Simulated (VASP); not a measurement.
Write the native input for VASP 6.6.1 that does the following.

```
Task                   : single point
Functional             : PBE
Potentials or basis    : VASP PAW PBE potentials, release 64 (Sb, Ga_d)
Cutoff                 : 520 eV
k mesh                 : 6 × 6 × 6
Occupations            : fermi-dirac, width 0.05 eV
Spin                   : no spin polarisation
Dipole correction      : no
Further INCAR settings : ALGO = Normal; EDIFF = 1e-06; NBANDS = 22
```

The structure of GaSb3 lies in POSCAR:

```
GaSb3
1.0
    0.0000000000      3.7055566952      3.7055566952
    3.7055566952      0.0000000000      3.7055566952
    3.7055566952      3.7055566952      0.0000000000
Sb Ga
3 1
Direct
    0.5000000000      0.5000000000      0.5000000000
    0.7500000000      0.7500000000      0.7500000000
    0.2500000000      0.2500000000      0.2500000000
    0.0000000000      0.0000000000      0.0000000000
```

One way to write it, as run:

INCAR

```
PREC = Accurate ; ENCUT = 520
EDIFF = 1E-6 ; ISMEAR = -1
SIGMA = 0.05 ; LREAL = F
LASPH = T ; NELM = 60
ALGO = Normal ; ISIF = 2
LWAVE = F ; LCHARG = F
GGA = PE ; NBANDS = 22
```

KPOINTS

```
regular mesh
0
Gamma
  6 6 6
```

Potentials or basis: VASP PAW PBE potentials, release 64 (Sb, Ga_d).

Launch:

```console
$ cat potpaw_PBE.64/Sb/POTCAR potpaw_PBE.64/Ga_d/POTCAR > POTCAR
$ mpirun -np 1 vasp_std > vasp.out
```

It gave:

| Property | Result |
| --- | --- |
| Pressure | 0.4 GPa |
| Band gap on the k mesh | zero (band 14 reaches 9.00 eV, above the bottom of band 15 at 5.26 eV) |

Caveat: spin-orbit coupling is left out, which moves the levels of the heavy elements.

Wall time 13 s on 1 thread of Intel(R) Xeon(R) 6975P-C (Granite Rapids), on a shared host, peak memory 0.24 GiB.
